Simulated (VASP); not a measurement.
# Ca (Im-3m) in VASP: relaxation of cell and atoms with r2SCAN

Aim: the relaxation of cell and atoms of Ca with r2SCAN.

All numbers are computed with VASP 6.6.1; they aren't measurements. Logs are shortened: lines on timing, memory, paths and dates and some standing lists are left out, and cuts for length are marked.

## 1. The cell of the first run

The structure is cubic, space group Im-3m (No. 229). The conventional cell has a = 4.440 Å, b = 4.440 Å, c = 4.440 Å, α = 90.00°, β = 90.00°, γ = 90.00°. Ca (site symmetry m-3m) has 14 Ca at 3.85 to 4.44 Å within 5.0 Å.

This isn't the form of Ca at room conditions, which is fcc.

## 2. Relaxation of cell and atoms, r2SCAN

POSCAR reads:

```
Ca
1.0
    4.4400000000      0.0000000000      0.0000000000
    0.0000000000      4.4400000000      0.0000000000
    0.0000000000      0.0000000000      4.4400000000
Ca
2
Direct
    0.0000000000      0.0000000000      0.0000000000
    0.5000000000      0.5000000000      0.5000000000
```

INCAR.step1 reads:

```
ALGO = Normal ; EDIFF = 1E-4
ENCUT = 600 ; GGA = PE
ISMEAR = -1 ; LASPH = True
LCHARG = False ; LREAL = False
LWAVE = True ; NELM = 60
PREC = Accurate ; SIGMA = 0.05
```

INCAR.step2 reads:

```
ALGO = Normal ; EDIFF = 1E-6
EDIFFG = -0.03 ; ENCUT = 600
IBRION = 2 ; ISIF = 3
ISMEAR = -1 ; ISTART = 1
LASPH = True ; LCHARG = False
LMIXTAU = True ; LREAL = False
LWAVE = False ; METAGGA = R2SCAN
NELM = 60 ; NSW = 80
PREC = Accurate ; SIGMA = 0.05
```

KPOINTS reads:

```
k-points
0
Gamma
  10 10 10
```

Potentials or basis: VASP PAW PBE potentials, release 64 (Ca_sv).

Started as:

```bash
$ cat potpaw_PBE.64/Ca_sv/POTCAR > POTCAR
$ cp INCAR.step1 INCAR
$ mpirun -np 1 vasp_std > vasp.out
$ cp INCAR.step2 INCAR
$ mpirun -np 1 vasp_std > vasp.out
```

OUTCAR:

```text
EDIFF = 1E-6
   EDIFFG = -0.03
   ENCUT = 600
   IBRION = 2
   ISIF = 3
   ISMEAR = -1
   ISTART = 1
   LASPH = True
   LREAL = False
   METAGGA = R2SCAN
   NELM = 60
   NSW = 80
   PREC = Accurate

 ion  position               nearest neighbor table
   1  0.000  0.000  0.000-
   2  0.500  0.500  0.500-

  LATTYP: Found a simple cubic cell.
 ALAT       =     4.4400000000

  Lattice vectors:

 A1 = (   4.4400000000,   0.0000000000,   0.0000000000)
 A2 = (   0.0000000000,   4.4400000000,   0.0000000000)
 A3 = (   0.0000000000,   0.0000000000,   4.4400000000)

Analysis of symmetry for initial positions (statically):
=====================================================================
 Subroutine PRICEL returns following result:

  LATTYP: Found a body centered cubic cell.
 ALAT       =     4.4400000000

  Lattice vectors:

 A1 = (   2.2200000000,   2.2200000000,  -2.2200000000)
 A2 = (  -2.2200000000,   2.2200000000,   2.2200000000)
 A3 = (   2.2200000000,  -2.2200000000,   2.2200000000)

   2 primitive cells build up your supercell.

 Routine SETGRP: Setting up the symmetry group for a
 simple cubic supercell.

 Subroutine GETGRP returns: Found 48 space group operations
 (whereof 48 operations were pure point group operations)
 out of a pool of 48 trial point group operations.

The static configuration has the point symmetry O_h .

Analysis of symmetry for dynamics (positions and initial velocities):
=====================================================================
 Subroutine PRICEL returns following result:

  LATTYP: Found a body centered cubic cell.
 ALAT       =     4.4400000000

  Lattice vectors:

 A1 = (   2.2200000000,   2.2200000000,  -2.2200000000)
 A2 = (  -2.2200000000,   2.2200000000,   2.2200000000)
 A3 = (   2.2200000000,  -2.2200000000,   2.2200000000)

   2 primitive cells build up your supercell.

 Routine SETGRP: Setting up the symmetry group for a
 simple cubic supercell.

[... 159 lines left out ...]
  Total       -0.0636304     -0.0636304     -0.0636304      0.0000000      0.0000000     -0.0000000
  in kB       -1.1647329     -1.1647329     -1.1647329      0.0000000      0.0000000     -0.0000000
  external PRESSURE =      -1.1647329 kB  Pullay stress =       0.0000000 kB

 VOLUME and BASIS-vectors are now :
 -----------------------------------------------------------------------------
  energy-cutoff  :      600.00
  volume of cell :       87.53
      direct lattice vectors                 reciprocal lattice vectors
     4.440000000  0.000000000  0.000000000     0.225225225  0.000000000  0.000000000
     0.000000000  4.440000000  0.000000000     0.000000000  0.225225225  0.000000000
     0.000000000  0.000000000  4.440000000     0.000000000  0.000000000  0.225225225

 POSITION                                       TOTAL-FORCE (eV/Angst)
 -----------------------------------------------------------------------------------
      0.00000      0.00000      0.00000        -0.000000     -0.000000     -0.000000
      2.22000      2.22000      2.22000         0.000000      0.000000      0.000000
 -----------------------------------------------------------------------------------
    total drift:                                0.000000      0.000000      0.000000

  FREE ENERGIE OF THE ION-ELECTRON SYSTEM (eV)
  ---------------------------------------------------
  free  energy   TOTEN  =       -14.0479752513 eV

  energy  without entropy=      -14.0256416854  energy(sigma->0) =      -14.03680847

--------------------------------------- Ionic step        2  -------------------------------------------

 number of electron      20.0000004 magnetization

 Free energy of the ion-electron system (eV)
  ---------------------------------------------------
  ext. energy  EPLUGINS =         0.00000000
  ---------------------------------------------------
  free energy    TOTEN  =       -14.04815782 eV

  energy without entropy =      -14.02576257  energy(sigma->0) =      -14.03696019

 E-fermi :   1.9169     XC(G=0):  -8.1161

 val. band max:        1.9150814415   @ k =   0.4000   0.4000   0.3000
 cond. band min:       1.9338066441   @ k =   0.5000   0.5000   0.3000
 fundamental gap:      0.0187252025
 Fermi energy:         1.9168972100

 k-point     1 :       0.0000    0.0000    0.0000
  band No.  band energies     occupation
      1     -41.9906      2.00000
      2     -41.9668      2.00000
      3     -22.1148      2.00000
      4     -22.1148      2.00000
      5     -22.1148      2.00000
      6     -22.0203      2.00000
      7     -22.0203      2.00000
      8     -22.0203      2.00000
      9      -2.3541      2.00000
     10       2.0870      0.06445
     11       2.0870      0.06445
     12       4.5376      0.00000
     13       4.5376      0.00000
     14       4.5376      0.00000
[... 377 lines left out ...]
      1     -41.9843      2.00000
      2     -41.9717      2.00000
      3     -22.1214      2.00000
      4     -22.0972      2.00000
      5     -22.0744      2.00000
      6     -22.0744      2.00000
      7     -22.0395      2.00000
      8     -22.0286      2.00000
      9      -1.3646      2.00000
     10       1.3751      1.99996
     11       2.5238      0.00001
     12       3.9434      0.00000
     13       4.0770      0.00000
     14       4.0986      0.00000

 [... further k-points ...]
[... 5 lines left out ...]
  --------------------------------------------------------------------------------------
  -------------------------------------------------------------------------------------
  Total       -0.0180923     -0.0180923     -0.0180923     -0.0000000     -0.0000000      0.0000000
  in kB       -0.3327021     -0.3327021     -0.3327021     -0.0000000     -0.0000000      0.0000000
  external PRESSURE =      -0.3327021 kB  Pullay stress =       0.0000000 kB

 VOLUME and BASIS-vectors are now :
 -----------------------------------------------------------------------------
  energy-cutoff  :      600.00
  volume of cell :       87.13
      direct lattice vectors                 reciprocal lattice vectors
     4.433185267  0.000000000 -0.000000000     0.225571444 -0.000000000  0.000000000
     0.000000000  4.433185267  0.000000000    -0.000000000  0.225571444 -0.000000000
    -0.000000000  0.000000000  4.433185267     0.000000000 -0.000000000  0.225571444

 POSITION                                       TOTAL-FORCE (eV/Angst)
 -----------------------------------------------------------------------------------
      4.43319      4.43319      4.43319        -0.000000     -0.000000      0.000000
      2.21659      2.21659      2.21659         0.000000      0.000000     -0.000000
 -----------------------------------------------------------------------------------
    total drift:                                0.000000      0.000000      0.000000

  FREE ENERGIE OF THE ION-ELECTRON SYSTEM (eV)
  ---------------------------------------------------
  free  energy   TOTEN  =       -14.0481578238 eV

  energy  without entropy=      -14.0257625651  energy(sigma->0) =      -14.03696019

 reached required accuracy - stopping structural energy minimisation
```

OUTCAR.step1:

```text
EDIFF = 1E-4
   ENCUT = 600
   GGA = PE
   ISMEAR = -1
   LASPH = True
[... 647 lines left out ...]
      0.00000      0.00000      0.00000         0.000000     -0.000000      0.000000
      2.22000      2.22000      2.22000        -0.000000      0.000000     -0.000000
 -----------------------------------------------------------------------------------
    total drift:                                0.000000      0.000000      0.000000

  FREE ENERGIE OF THE ION-ELECTRON SYSTEM (eV)
  ---------------------------------------------------
  free  energy   TOTEN  =        -3.8342074080 eV

  energy  without entropy=       -3.8077896100  energy(sigma->0) =       -3.82099851
```

OSZICAR.step1:

```text
N       E                     dE             d eps       ncg     rms          rms(c)
DAV:   1     0.181181749610E+03    0.18118E+03   -0.10531E+04  1568   0.143E+03
DAV:   2     0.445110317311E+01   -0.17673E+03   -0.17526E+03  1658   0.371E+02
DAV:   3    -0.349254517098E+01   -0.79436E+01   -0.78141E+01  3076   0.635E+01
DAV:   4    -0.383323376413E+01   -0.34069E+00   -0.34025E+00  2102   0.112E+01
DAV:   5    -0.384671028184E+01   -0.13477E-01   -0.13475E-01  2484   0.163E+00    0.316E+00
DAV:   6    -0.383595334294E+01    0.10757E-01   -0.28128E-02  2030   0.183E+00    0.192E+00
DAV:   7    -0.383490862329E+01    0.10447E-02   -0.34321E-02  1736   0.234E+00    0.131E-01
DAV:   8    -0.383414146018E+01    0.76716E-03   -0.32488E-03  1856   0.590E-01    0.316E-02
DAV:   9    -0.383420740798E+01   -0.65948E-04   -0.43757E-04  1660   0.997E-02
   1 F= -.38342074E+01 E0= -.38209985E+01  d E =-.264178E-01
```

Wall time 2.6 min (1 thread of Intel Xeon 6975P-C (Granite Rapids), shared host); peak memory 0.26 GiB.

Results:

| Quantity | Value |
| --- | --- |
| Free energy | -14.0482 eV |
| Relaxed volume | 43.56 Å³/atom |
| Relaxed cell | a = 4.433 Å, b = 4.433 Å, c = 4.433 Å, α = 90.00°, β = 90.00°, γ = 90.00° |
| Space group after relaxing (to 0.1 Å) | Im-3m (No. 229) |
| Energy gained by relaxing | 0.1 meV/atom |
| Ionic steps | 2 |
| Pressure after relaxing | 0.0 GPa |
| Band gap on the k mesh | zero (bands 10 and 11 overlap by 0.55 eV) |

Step by step:
| step | energy change (eV) | largest force (eV/Å) | pressure (GPa) | volume (Å³) |
| --- | --- | --- | --- | --- |
| 1 | 0.0000 | 0.0000 | -0.12 | 87.53 |
| 2 | -0.0002 | 0.0000 | -0.03 | 87.13 |

Final structure:
```cif
data_structure
_symmetry_space_group_name_H-M 'P 1'
_symmetry_Int_Tables_number 1
_cell_length_a 4.4332
_cell_length_b 4.4332
_cell_length_c 4.4332
_cell_angle_alpha 90.000
_cell_angle_beta 90.000
_cell_angle_gamma 90.000
_cell_volume 87.13
loop_
_atom_site_label
_atom_site_type_symbol
_atom_site_fract_x
_atom_site_fract_y
_atom_site_fract_z
_atom_site_occupancy
Ca1 Ca 0.00000 0.00000 0.00000 1
Ca2 Ca 0.50000 0.50000 0.50000 1
```

Levels at points of the mesh, in eV from the Fermi level:
| k point | band 8 | band 9 | band 10 | band 11 | band 12 | band 13 |
| --- | --- | --- | --- | --- | --- | --- |
| (0.00, 0.00, 0.00) | -23.94 | -4.27 | 0.17 | 0.17 | 2.62 | 2.62 |
| (0.50, 0.00, 0.00) | -23.98 | -2.15 | -2.15 | 1.64 | 1.64 | 2.42 |
| (0.50, 0.50, 0.00) | -23.94 | -0.84 | -0.84 | -0.16 | -0.16 | 1.60 |
| (0.50, 0.50, 0.50) | -24.00 | 0.39 | 0.39 | 0.39 | 0.39 | 0.39 |

Caveat: the PAW data sets were made with another functional, which shifts forces and pressure a little.
